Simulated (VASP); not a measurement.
# NaGeCl3 in VASP: settings compared

NaGeCl3 is run at these levels: r2SCAN, PBE; tasks: single point.

All numbers are computed with VASP 6.6.1; they aren't measurements. Logs are shortened: lines on timing, memory, paths and dates and some standing lists are left out, and cuts for length are marked.

## Step 1: The cell of the first run

Symmetry: Pm-3m, No. 221, cubic system. The conventional cell has a = 5.191 Å, b = 5.191 Å, c = 5.191 Å, α = 90.00°, β = 90.00°, γ = 90.00°. Na (site symmetry m-3m) has 12 Cl at 3.67 Å and 8 Ge at 4.50 Å within 4.8 Å. Ge (site symmetry m-3m) has 6 Cl at 2.60 Å within 3.4 Å. Cl (site symmetry 4/mmm) has 2 Ge at 2.60 Å within 3.4 Å.

## Step 2: Single point, r2SCAN

The input, POSCAR:

```
NaGeCl3
1.0
    5.1908704749      0.0000000000      0.0000000000
    0.0000000000      5.1908704749      0.0000000000
    0.0000000000      0.0000000000      5.1908704749
Na Ge Cl
1 1 3
Direct
    0.0000000000      0.0000000000      0.0000000000
    0.5000000000      0.5000000000      0.5000000000
    0.5000000000      0.5000000000      0.0000000000
    0.5000000000      0.0000000000      0.5000000000
    0.0000000000      0.5000000000      0.5000000000
```

The input, INCAR.step1:

```
SYSTEM = NaGeCl3
PREC = Accurate
ENCUT = 520
ISMEAR = 0
SIGMA = 0.01
LREAL = .FALSE.
LASPH = .TRUE.
NELM = 100
NBANDS = 29
GGA = PE
ALGO = Normal
EDIFF = 1E-4
LWAVE = .TRUE.
LCHARG = .FALSE.
```

The input, INCAR.step2:

```
SYSTEM = NaGeCl3
PREC = Accurate
ENCUT = 520
EDIFF = 1E-7
ISMEAR = 0
SIGMA = 0.01
LREAL = .FALSE.
LASPH = .TRUE.
NELM = 100
ALGO = Normal
ISIF = 2
LWAVE = .FALSE.
LCHARG = .FALSE.
METAGGA = R2SCAN
LMIXTAU = .TRUE.
NBANDS = 29
ISTART = 1
```

The input, KPOINTS:

```
regular mesh
0
G
  6 6 6
  0 0 0
```

Potentials or basis: VASP PAW PBE potentials, release 64 (Na_pv, Ge_d, Cl).

The run is started by

```bash
> cat potpaw_PBE.64/Na_pv/POTCAR potpaw_PBE.64/Ge_d/POTCAR potpaw_PBE.64/Cl/POTCAR > POTCAR
> cp INCAR.step1 INCAR
> mpirun -np 1 vasp_std > vasp.out
> cp INCAR.step2 INCAR
> mpirun -np 1 vasp_std > vasp.out
```

OUTCAR:

```text
SYSTEM = NaGeCl3
   PREC = Accurate
   ENCUT = 520
   EDIFF = 1E-7
   ISMEAR = 0
   LREAL = .FALSE.
   LASPH = .TRUE.
   NELM = 100
   ISIF = 2
   METAGGA = R2SCAN
   ISTART = 1

 ion  position               nearest neighbor table
   1  0.000  0.000  0.000-
   2  0.500  0.500  0.500-   3 2.60   4 2.60   5 2.60   3 2.60   4 2.60   5 2.60
   3  0.500  0.500  0.000-   2 2.60   2 2.60
   4  0.500  0.000  0.500-   2 2.60   2 2.60
   5  0.000  0.500  0.500-   2 2.60   2 2.60

  LATTYP: Found a simple cubic cell.
 ALAT       =     5.1908704749

  Lattice vectors:

 A1 = (   5.1908704749,   0.0000000000,   0.0000000000)
 A2 = (   0.0000000000,   5.1908704749,   0.0000000000)
 A3 = (   0.0000000000,   0.0000000000,   5.1908704749)

Analysis of symmetry for initial positions (statically):
=====================================================================
 Subroutine PRICEL returns:
 Original cell was already a primitive cell.

 Routine SETGRP: Setting up the symmetry group for a
 simple cubic supercell.

 Subroutine GETGRP returns: Found 48 space group operations
 (whereof 48 operations were pure point group operations)
 out of a pool of 48 trial point group operations.

The static configuration has the point symmetry O_h .

Analysis of symmetry for dynamics (positions and initial velocities):
=====================================================================
 Subroutine PRICEL returns:
 Original cell was already a primitive cell.

 Routine SETGRP: Setting up the symmetry group for a
 simple cubic supercell.

 Subroutine GETGRP returns: Found 48 space group operations
 (whereof 48 operations were pure point group operations)
 out of a pool of 48 trial point group operations.

The dynamic configuration has the point symmetry O_h .

 Subroutine INISYM returns: Found 48 space group operations
 (whereof 48 operations are pure point group operations),
 and found     1 'primitive' translations

----------------------------------------------------------------------------------------

                                     Primitive cell

  volume of cell :     139.8687

  direct lattice vectors                    reciprocal lattice vectors
     5.190870475  0.000000000  0.000000000     0.192645916  0.000000000  0.000000000
     0.000000000  5.190870475  0.000000000     0.000000000  0.192645916  0.000000000
     0.000000000  0.000000000  5.190870475     0.000000000  0.000000000  0.192645916

  length of vectors
     5.190870475  5.190870475  5.190870475     0.192645916  0.192645916  0.192645916

  position of ions in fractional coordinates (direct lattice)
     0.000000000  0.000000000  0.000000000
     0.500000000  0.500000000  0.500000000
     0.500000000  0.500000000  0.000000000
     0.500000000  0.000000000  0.500000000
     0.000000000  0.500000000  0.500000000

  ion indices of the primitive-cell ions
   primitive index   ion index
                 1           1
                 2           2
                 3           3
                 4           4
                 5           5

----------------------------------------------------------------------------------------

 KPOINTS: regular mesh

Automatic generation of k-mesh.
 Grid dimensions read from file:
 generate k-points for:    6    6    6

 Generating k-lattice:

  Cartesian coordinates                     Fractional coordinates (reciprocal lattice)
     0.032107653  0.000000000  0.000000000     0.166666667  0.000000000  0.000000000
     0.000000000  0.032107653  0.000000000     0.000000000  0.166666667  0.000000000
     0.000000000  0.000000000  0.032107653     0.000000000  0.000000000  0.166666667

  Length of vectors
     0.032107653  0.032107653  0.032107653

  Shift w.r.t. Gamma in fractional coordinates (k-lattice)
     0.000000000  0.000000000  0.000000000

 Subroutine IBZKPT returns following result:
 ===========================================

 Found     20 irreducible k-points:

 Following reciprocal coordinates:
            Coordinates               Weight
  0.000000  0.000000  0.000000      1.000000
  0.166667  0.000000  0.000000      6.000000
  0.333333  0.000000  0.000000      6.000000
  0.500000  0.000000  0.000000      3.000000
  0.166667  0.166667  0.000000     12.000000
  0.333333  0.166667  0.000000     24.000000
[... 12 lines left out ...]
  0.500000  0.500000  0.333333      6.000000
  0.500000  0.500000  0.500000      1.000000
   k-points           NKPTS =     20   k-points in BZ     NKDIM =     20   number of bands    NBANDS=     29
   number of dos      NEDOS =    301   number of ions     NIONS =      5
   total plane-waves  NPLWV =  64000
   dimension x,y,z NGX =    40 NGY =   40 NGZ =   40
   dimension x,y,z NGXF=    80 NGYF=   80 NGZF=   80
   ions per type =               1   1   3
   NGX,Y,Z   is equivalent  to a cutoff of  12.81, 12.81, 12.81 a.u.
   NGXF,Y,Z  is equivalent  to a cutoff of  25.62, 25.62, 25.62 a.u.
 SYSTEM =  NaGeCl3
   PREC   = accura    normal or accurate (medium, high low for compatibility)
   ISTART =      1    job   : 0-new  1-cont  2-samecut
   ICHARG =      0    charge: 1-file 2-atom 10-const
   ISPIN  =      1    spin polarized calculation?
   LNONCOLLINEAR =      F non collinear calculations
   LSORBIT =      F    spin-orbit coupling
   LASPH  =      T    aspherical Exc in radial PAW
   ENCUT  =  520.0 eV  38.22 Ry    6.18 a.u.   9.65  9.65  9.65*2*pi/ulx,y,z
   NELM   =    100;   NELMIN=  2; NELMDL=  0     # of ELM steps
   EDIFF  = 0.1E-06   stopping-criterion for ELM
   LREAL  =      F    real-space projection
   EDIFFG = 0.1E-05   stopping-criterion for IOM
   NSW    =      0    number of steps for IOM
   IBRION =     -1    ionic relax: 0-MD 1-quasi-New 2-CG
   NFREE  =      0    steps in history (QN), initial steepest desc. (CG)
   ISIF   =      2    stress and relaxation
   ISYM   =      2    0-nonsym 1-usesym 2-fastsym
   POTIM  = 0.5000    time-step for ionic-motion
   TEBEG  =    0.0;   TEEND  =   0.0 temperature during run
   PSTRESS=    0.0 pullay stress
   NELECT =      42.0000    total number of electrons
   NUPDOWN=      -1.0000    fix difference up-down
   EMIN   =  10.00;   EMAX   =-10.00  energy-range for DOS
   EFERMI =   0.00;   METHOD = LEGACY
   ISMEAR =     0;   SIGMA  =   0.01  broadening in eV -4-tet -1-fermi 0-gaus
   EFERMI_NEDOS =   21; number of points for ismear=-14 and -15
   IALGO  =     38    algorithm
   IMIX   =      4    mixing-type and parameters
     AMIX     =   0.40;   BMIX     =  1.00
     AMIX_MAG =   1.60;   BMIX_MAG =  1.00
  volume/ion in A,a.u.               =      27.97       188.78
  Fermi-wavevector in a.u.,A,eV,Ry     =   1.096271  2.071651 16.351605  1.201809
  Thomas-Fermi vector in A             =   2.232609
   LORBIT       =      0    0 simple, 1 ext, 2 COOP (PROOUT), +10 PAW based schemes
   METAGGA = R2SCAN    functional components
   LHFCALC =     F    Hartree Fock is set to
   AEXX    =    0.0000 exact exchange contribution
   IVDW    =     0    specifies the selected vdW correction
   LEPSILON=     F    determine dielectric tensor
   LRPA    =     F    only Hartree local field effects (RPA)
 non-spin polarized calculation
 Gauss-broadening in eV      SIGMA  =   0.01
  energy-cutoff  :      520.00
  volume of cell :      139.87
 maximum number of plane-waves:      3840
 NGX is ok and might be reduce to    40
   NGX = 19   NGY = 19   NGZ = 19

 number of electron      42.0000042 magnetization

 Free energy of the ion-electron system (eV)
  ---------------------------------------------------
  ext. energy  EPLUGINS =         0.00000000
  ---------------------------------------------------
  free energy    TOTEN  =       -41.49376045 eV

  energy without entropy =      -41.49376045  energy(sigma->0) =      -41.49376045

 E-fermi :   2.4819     XC(G=0):  -8.2118

 val. band max:        2.4027798629   @ k =   0.5000   0.5000   0.5000
 cond. band min:       3.1845160544   @ k =   0.5000   0.5000   0.5000
 fundamental gap:      0.7817361915
 Fermi energy:         2.4819136386

 k-point     1 :       0.0000    0.0000    0.0000
  band No.  band energies     occupation
      1     -24.3542      2.00000
      2     -24.3542      2.00000
      3     -24.3542      2.00000
      4     -24.0604      2.00000
      5     -24.0604      2.00000
      6     -24.0356      2.00000
[... 21 lines left out ...]
     28       8.2794      0.00000
     29       8.2794      0.00000

 k-point     2 :       0.1667    0.0000    0.0000
  band No.  band energies     occupation
      1     -24.3543      2.00000
      2     -24.3542      2.00000
      3     -24.3542      2.00000
      4     -24.0604      2.00000
      5     -24.0596      2.00000
      6     -24.0357      2.00000
[... 21 lines left out ...]
     28       8.2832      0.00000
     29       8.6629      0.00000

 k-point     3 :       0.3333    0.0000    0.0000
  band No.  band energies     occupation
      1     -24.3544      2.00000
      2     -24.3542      2.00000
      3     -24.3542      2.00000
      4     -24.0604      2.00000
      5     -24.0579      2.00000
      6     -24.0357      2.00000
[... 21 lines left out ...]
     28       8.6992      0.00000
     29       8.6992      0.00000

 k-point     4 :       0.5000    0.0000    0.0000
  band No.  band energies     occupation
      1     -24.3545      2.00000
      2     -24.3542      2.00000
      3     -24.3542      2.00000
      4     -24.0604      2.00000
      5     -24.0570      2.00000
      6     -24.0358      2.00000
[... 469 lines left out ...]
     28       9.0647      0.00000
     29      10.3887      0.00000

 k-point    19 :       0.5000    0.5000    0.3333
  band No.  band energies     occupation
      1     -24.3544      2.00000
      2     -24.3544      2.00000
      3     -24.3544      2.00000
      4     -24.0561      2.00000
      5     -24.0552      2.00000
      6     -24.0359      2.00000
[... 21 lines left out ...]
     28       9.0016      0.00000
     29      10.1212      0.00000

 k-point    20 :       0.5000    0.5000    0.5000
  band No.  band energies     occupation
      1     -24.3544      2.00000
      2     -24.3544      2.00000
      3     -24.3544      2.00000
      4     -24.0553      2.00000
      5     -24.0553      2.00000
      6     -24.0359      2.00000
[... 21 lines left out ...]
     28       9.2029      0.00000
     29       9.9058      0.00000

------------------------ aborting loop because EDIFF is reached ----------------------------------------

  FORCE on cell =-STRESS in cart. coord.  units (eV):
  Direction    XX          YY          ZZ          XY          YZ          ZX
  --------------------------------------------------------------------------------------
  -------------------------------------------------------------------------------------
  Total       -0.3002340     -0.3002340     -0.3002340      0.0000000      0.0000000     -0.0000000
  in kB       -3.4391401     -3.4391401     -3.4391401      0.0000000      0.0000000     -0.0000000
  external PRESSURE =      -3.4391401 kB  Pullay stress =       0.0000000 kB

 VOLUME and BASIS-vectors are now :
 -----------------------------------------------------------------------------
  energy-cutoff  :      520.00
  volume of cell :      139.87
      direct lattice vectors                 reciprocal lattice vectors
     5.190870475  0.000000000  0.000000000     0.192645916  0.000000000  0.000000000
     0.000000000  5.190870475  0.000000000     0.000000000  0.192645916  0.000000000
     0.000000000  0.000000000  5.190870475     0.000000000  0.000000000  0.192645916

 POSITION                                       TOTAL-FORCE (eV/Angst)
 -----------------------------------------------------------------------------------
      0.00000      0.00000      0.00000         0.000000      0.000000      0.000000
      2.59544      2.59544      2.59544         0.000000      0.000000      0.000000
      2.59544      2.59544      0.00000         0.000000      0.000000      0.000000
      2.59544      0.00000      2.59544         0.000000      0.000000      0.000000
      0.00000      2.59544      2.59544         0.000000      0.000000      0.000000
 -----------------------------------------------------------------------------------
    total drift:                               -0.000000      0.000000     -0.000000

  FREE ENERGIE OF THE ION-ELECTRON SYSTEM (eV)
  ---------------------------------------------------
  free  energy   TOTEN  =       -41.4937604512 eV

  energy  without entropy=      -41.4937604512  energy(sigma->0) =      -41.49376045
```

Run time: 2.3 min. Hardware: 1 thread of Intel Xeon 6975P-C (Granite Rapids), shared host; peak memory 0.29 GiB.

Results:

| Item | Value |
| --- | --- |
| Free energy | -41.4938 eV |
| Pressure | -0.3 GPa |
| Band gap on the k mesh | 0.78 eV, direct |

Caveat: the PAW data sets were made with another functional, which shifts forces and pressure a little.

(Continued in part 2 of 2.)
